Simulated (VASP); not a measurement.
# WSe2 in VASP: single point with PBE+D3(BJ)

Aim: the single point of WSe2 with PBE+D3(BJ).

Program: VASP 6.6.1. These are calculated values, not measurements. Logs are shortened: lines on timing, memory, paths and dates and some standing lists are left out, and cuts for length are marked.

## 1. The cell of the first run

The cell holds a slab with vacuum, 6 atoms: a = 3.285 Å, b = 3.285 Å, c = 24.239 Å, α = 90.00°, β = 90.00°, γ = 120.00°.

## 2. Single point, PBE+D3(BJ) (layers slid over each other)

Input file INCAR:

```
SYSTEM = WSe2
  PREC = Accurate
  ENCUT = 520
  EDIFF = 1E-6
  ISMEAR = 0
  SIGMA = 0.05
  LREAL = .FALSE.
  LASPH = .TRUE.
  NELM = 100
  ALGO = Normal
  ISIF = 2
  LWAVE = .FALSE.
  LCHARG = .FALSE.
  LDIPOL = .TRUE.
  IDIPOL = 3
  DIPOL = 0.5 0.5 0.393
  GGA = PE
  IVDW = 12
  NBANDS = 35
```

Input file KPOINTS:

```
regular mesh
0
G
  9 9 1
  0 0 0
```

Input file POSCAR:

```
WSe2
1.0
    3.2854926884      0.0000000000      0.0000000000
   -1.6427463442      2.8453201321      0.0000000000
    0.0000000000      0.0000000000     24.2386466672
Se W
4 2
Direct
    0.3333333333      0.6666666667      0.1856539295
    0.3333333333      0.6666666667      0.3246601777
    0.5000000000      1.0000000000      0.4612189569
    0.5000000000      1.0000000000      0.6002252051
    0.6666666667      0.3333333333      0.2551570536
    0.8333333333      0.6666666667      0.5307220810
```

Potentials or basis: VASP PAW PBE potentials, release 64 (Se, W_sv).

Command:

```sh
$ cat potpaw_PBE.64/Se/POTCAR potpaw_PBE.64/W_sv/POTCAR > POTCAR
$ mpirun -np 1 vasp_std > vasp.out
```

OUTCAR:

```text
SYSTEM = WSe2
   PREC = Accurate
   ENCUT = 520
   EDIFF = 1E-6
   ISMEAR = 0
   LREAL = .FALSE.
   LASPH = .TRUE.
   NELM = 100
   ISIF = 2
   GGA = PE
   IVDW = 12
 IVDW          = 12

 ion  position               nearest neighbor table
   1  0.333  0.667  0.186-   5 2.54   5 2.54   5 2.54
   2  0.333  0.667  0.325-   5 2.54   5 2.54   5 2.54
   3  0.500  0.000  0.461-   6 2.54   6 2.54   6 2.54
   4  0.500  0.000  0.600-   6 2.54   6 2.54   6 2.54
   5  0.667  0.333  0.255-   2 2.54   1 2.54   2 2.54   1 2.54   2 2.54   1 2.54
   6  0.833  0.667  0.531-   3 2.54   4 2.54   3 2.54   4 2.54   3 2.54   4 2.54

  LATTYP: Found a hexagonal cell.
 ALAT       =     3.2854926884
 C/A-ratio  =     7.3774769771

  Lattice vectors:

 A1 = (   3.2854926884,   0.0000000000,   0.0000000000)
 A2 = (  -1.6427463442,   2.8453201321,   0.0000000000)
 A3 = (   0.0000000000,   0.0000000000,  24.2386466672)

Analysis of symmetry for initial positions (statically):
=====================================================================
 Subroutine PRICEL returns:
 Original cell was already a primitive cell.

 Routine SETGRP: Setting up the symmetry group for a
 hexagonal supercell.

 Subroutine GETGRP returns: Found  2 space group operations
 (whereof  2 operations were pure point group operations)
 out of a pool of 24 trial point group operations.

The static configuration has the point symmetry C_1h.

Analysis of symmetry for dynamics (positions and initial velocities):
=====================================================================
 Subroutine PRICEL returns:
 Original cell was already a primitive cell.

 Routine SETGRP: Setting up the symmetry group for a
 hexagonal supercell.

 Subroutine GETGRP returns: Found  2 space group operations
 (whereof  2 operations were pure point group operations)
 out of a pool of 24 trial point group operations.

The dynamic configuration has the point symmetry C_1h.

 Subroutine INISYM returns: Found  2 space group operations
 (whereof  2 operations are pure point group operations),
 and found     1 'primitive' translations

----------------------------------------------------------------------------------------

                                     Primitive cell

  volume of cell :     226.5896

  direct lattice vectors                    reciprocal lattice vectors
     3.285492688  0.000000000  0.000000000     0.304368353  0.175727151  0.000000000
    -1.642746344  2.845320132  0.000000000     0.000000000  0.351454302  0.000000000
     0.000000000  0.000000000 24.238646667     0.000000000  0.000000000  0.041256429

  length of vectors
     3.285492688  3.285492688 24.238646667     0.351454302  0.351454302  0.041256429

  position of ions in fractional coordinates (direct lattice)
     0.333333333  0.666666667  0.185653929
     0.333333333  0.666666667  0.324660178
     0.500000000  0.000000000  0.461218957
     0.500000000  0.000000000  0.600225205
     0.666666667  0.333333333  0.255157054
     0.833333333  0.666666667  0.530722081

  ion indices of the primitive-cell ions
   primitive index   ion index
                 1           1
                 2           2
                 3           3
                 4           4
                 5           5
                 6           6

----------------------------------------------------------------------------------------

 KPOINTS: regular mesh

Automatic generation of k-mesh.
 Grid dimensions read from file:
 generate k-points for:    9    9    1

 Generating k-lattice:

  Cartesian coordinates                     Fractional coordinates (reciprocal lattice)
     0.033818706  0.019525239  0.000000000     0.111111111  0.000000000  0.000000000
     0.000000000  0.039050478  0.000000000     0.000000000  0.111111111  0.000000000
     0.000000000  0.000000000  0.041256429     0.000000000  0.000000000  1.000000000

  Length of vectors
     0.039050478  0.039050478  0.041256429

  Shift w.r.t. Gamma in fractional coordinates (k-lattice)
     0.000000000  0.000000000  0.000000000

 Subroutine IBZKPT returns following result:
 ===========================================

 Found     25 irreducible k-points:

 Following reciprocal coordinates:
            Coordinates               Weight
  0.000000  0.000000  0.000000      1.000000
  0.111111 -0.000000  0.000000      4.000000
  0.000000  0.111111  0.000000      2.000000
  0.222222 -0.000000  0.000000      4.000000
  0.000000  0.222222  0.000000      2.000000
  0.333333 -0.000000  0.000000      4.000000
[... 16 lines left out ...]
 -0.222222 -0.444444  0.000000      4.000000
  0.444444  0.333333  0.000000      4.000000
   k-points           NKPTS =     25   k-points in BZ     NKDIM =     25   number of bands    NBANDS=     35
   number of dos      NEDOS =    301   number of ions     NIONS =      6
   total plane-waves  NPLWV = 103680
   dimension x,y,z NGX =    24 NGY =   24 NGZ =  180
   dimension x,y,z NGXF=    48 NGYF=   48 NGZF=  360
   ions per type =               4   2
   NGX,Y,Z   is equivalent  to a cutoff of  12.14, 12.14, 12.35 a.u.
   NGXF,Y,Z  is equivalent  to a cutoff of  24.29, 24.29, 24.69 a.u.
 SYSTEM =  WSe2
   PREC   = accura    normal or accurate (medium, high low for compatibility)
   ISTART =      0    job   : 0-new  1-cont  2-samecut
   ICHARG =      2    charge: 1-file 2-atom 10-const
   ISPIN  =      1    spin polarized calculation?
   LNONCOLLINEAR =      F non collinear calculations
   LSORBIT =      F    spin-orbit coupling
   LASPH  =      T    aspherical Exc in radial PAW
   ENCUT  =  520.0 eV  38.22 Ry    6.18 a.u.   6.11  6.11 45.07*2*pi/ulx,y,z
   NELM   =    100;   NELMIN=  2; NELMDL= -5     # of ELM steps
   EDIFF  = 0.1E-05   stopping-criterion for ELM
   LREAL  =      F    real-space projection
   EDIFFG = 0.1E-04   stopping-criterion for IOM
   NSW    =      0    number of steps for IOM
   IBRION =     -1    ionic relax: 0-MD 1-quasi-New 2-CG
   NFREE  =      0    steps in history (QN), initial steepest desc. (CG)
   ISIF   =      2    stress and relaxation
   ISYM   =      2    0-nonsym 1-usesym 2-fastsym
   POTIM  = 0.5000    time-step for ionic-motion
   TEBEG  =    0.0;   TEEND  =   0.0 temperature during run
   PSTRESS=    0.0 pullay stress
   NELECT =      52.0000    total number of electrons
   NUPDOWN=      -1.0000    fix difference up-down
   EMIN   =  10.00;   EMAX   =-10.00  energy-range for DOS
   EFERMI =   0.00;   METHOD = LEGACY
   ISMEAR =     0;   SIGMA  =   0.05  broadening in eV -4-tet -1-fermi 0-gaus
   EFERMI_NEDOS =   21; number of points for ismear=-14 and -15
   IALGO  =     38    algorithm
   IMIX   =      4    mixing-type and parameters
     AMIX     =   0.40;   BMIX     =  1.00
     AMIX_MAG =   1.60;   BMIX_MAG =  1.00
  volume/ion in A,a.u.               =      37.76       254.85
  Fermi-wavevector in a.u.,A,eV,Ry     =   1.002296  1.894065 13.668372  1.004597
  Thomas-Fermi vector in A             =   2.134774
   LORBIT       =      0    0 simple, 1 ext, 2 COOP (PROOUT), +10 PAW based schemes
   GGA     = PE    functional components
   LHFCALC =     F    Hartree Fock is set to
   AEXX    =    0.0000 exact exchange contribution
   IVDW    =    12    specifies the selected vdW correction
   LEPSILON=     F    determine dielectric tensor
   LRPA    =     F    only Hartree local field effects (RPA)
 non-spin polarized calculation
 Gauss-broadening in eV      SIGMA  =   0.05
  energy-cutoff  :      520.00
  volume of cell :      226.59
 maximum number of plane-waves:      6144
   NGX = 13   NGY = 13   NGZ = 91

 dipolmoment           0.000000      0.000000     -0.000001 electrons x Angstroem

 number of electron      51.9999987 magnetization

 dipolmoment           0.000000      0.000000      0.000710 electrons x Angstroem

 Free energy of the ion-electron system (eV)
  ---------------------------------------------------
  ext. energy  EPLUGINS =         0.00000000
  ---------------------------------------------------
  free energy    TOTEN  =       -43.14374073 eV

  energy without entropy =      -43.14374073  energy(sigma->0) =      -43.14374073

 E-fermi :   1.2591     XC(G=0):  -6.2321

 val. band max:        0.8883355134   @ k =   0.3333   0.3333   0.0000
 cond. band min:       2.3885451697   @ k =  -0.3333   0.2222   0.0000
 fundamental gap:      1.5002096563
 Fermi energy:         1.2591454643

 k-point     1 :       0.0000    0.0000    0.0000
  band No.  band energies     occupation
      1     -73.1829      2.00000
      2     -73.1701      2.00000
      3     -37.4306      2.00000
      4     -37.4175      2.00000
      5     -37.2945      2.00000
      6     -37.2932      2.00000
[... 27 lines left out ...]
     34       4.0335      0.00000
     35       5.2037      0.00000

 k-point     2 :       0.1111   -0.0000    0.0000
  band No.  band energies     occupation
      1     -73.1817      2.00000
      2     -73.1689      2.00000
      3     -37.4253      2.00000
      4     -37.4123      2.00000
      5     -37.3213      2.00000
      6     -37.3092      2.00000
[... 27 lines left out ...]
     34       4.1523      0.00000
     35       5.6149      0.00000

 k-point     3 :       0.0000    0.1111    0.0000
  band No.  band energies     occupation
      1     -73.1817      2.00000
      2     -73.1689      2.00000
      3     -37.4253      2.00000
      4     -37.4123      2.00000
      5     -37.3223      2.00000
      6     -37.3085      2.00000
[... 27 lines left out ...]
     34       4.1799      0.00000
     35       5.6170      0.00000
[... 723 lines left out ...]
 k-point    23 :      -0.2222   -0.4444    0.0000
  band No.  band energies     occupation
      1     -73.1718      2.00000
      2     -73.1590      2.00000
      3     -37.4929      2.00000
      4     -37.4793      2.00000
      5     -37.4034      2.00000
      6     -37.3917      2.00000
[... 27 lines left out ...]
     34       5.6068      0.00000
     35       6.2595      0.00000

 k-point    24 :       0.4444    0.3333    0.0000
  band No.  band energies     occupation
      1     -73.1718      2.00000
      2     -73.1590      2.00000
      3     -37.4918      2.00000
      4     -37.4800      2.00000
      5     -37.4045      2.00000
      6     -37.3913      2.00000
[... 27 lines left out ...]
     34       5.6827      0.00000
     35       6.1211      0.00000

 [... further k-points ...]

------------------------ aborting loop because EDIFF is reached ----------------------------------------

 vacuum level on the upper side and lower side of the slab       (xc-potential included)        -0.118        -0.133

 Edisp (eV)   -2.35974

 E8    (eV) :    -1.0845

  FORCE on cell =-STRESS in cart. coord.  units (eV):
  Direction    XX          YY          ZZ          XY          YZ          ZX
  --------------------------------------------------------------------------------------
  -------------------------------------------------------------------------------------
  Total      -0.03638     0.08909     0.35461     0.00000     0.41676     0.00000
  in kB      -0.25725     0.62992     2.50738     0.00000     2.94687     0.00000
  external pressure =        0.96 kB  Pullay stress =        0.00 kB

 VOLUME and BASIS-vectors are now :
 -----------------------------------------------------------------------------
  energy-cutoff  :      520.00
  volume of cell :      226.59
      direct lattice vectors                 reciprocal lattice vectors
     3.285492688  0.000000000  0.000000000     0.304368353  0.175727151  0.000000000
    -1.642746344  2.845320132  0.000000000     0.000000000  0.351454302  0.000000000
     0.000000000  0.000000000 24.238646667     0.000000000  0.000000000  0.041256429

 POSITION                                       TOTAL-FORCE (eV/Angst)
 -----------------------------------------------------------------------------------
     -0.00000      1.89688      4.50000        -0.000000      0.003080     -0.038457
     -0.00000      1.89688      7.86932         0.000000     -0.087954     -0.026603
      1.64275      0.00000     11.17932         0.000000      0.085034      0.030857
      1.64275      0.00000     14.54865        -0.000000      0.000555      0.040585
      1.64275      0.94844      6.18466        -0.000000     -0.021663      0.010078
      1.64275      1.89688     12.86398        -0.000000      0.020947     -0.016460
 -----------------------------------------------------------------------------------
    total drift:                               -0.000000      0.000136     -0.000174

  FREE ENERGIE OF THE ION-ELECTRON SYSTEM (eV)
  ---------------------------------------------------
  free  energy   TOTEN  =       -45.5034851777 eV

  energy  without entropy=      -45.5034851777  energy(sigma->0) =      -45.50348518

 vacuum level on the upper side and lower side of the slab         5.841         5.828
```

Run time: 3.4 min. Hardware: 1 thread of Intel Xeon Platinum 8488C (Sapphire Rapids), shared host; peak memory 0.41 GiB.

Results:

| Quantity | Value |
| --- | --- |
| Free energy | -45.5035 eV |
| Largest force | 0.092 eV/Å |
| Band gap on the k mesh | 1.50 eV (least direct gap 1.63 eV) |
| Dispersion energy per atom | -0.393 eV |

Forces in eV/Å, atoms in the order of the input:
```
Se   0.000  0.003 -0.038
Se   0.000 -0.088 -0.027
Se   0.000  0.085  0.031
Se   0.000  0.001  0.041
W    0.000 -0.022  0.010
W    0.000  0.021 -0.016
```

Levels at points of the mesh, in eV from the valence-band top:
| k point | band 23 | band 24 | band 25 | band 26 | band 27 | band 28 | band 29 | band 30 |
| --- | --- | --- | --- | --- | --- | --- | --- | --- |
| (0.00, 0.00, 0.00) | -1.19 | -1.19 | -0.63 | 0.00 | 2.92 | 2.94 | 2.96 | 2.98 |

Caveat: the cell differs from its parent crystal (layers slid over each other); spin-orbit coupling is left out, which moves the levels of the heavy elements.
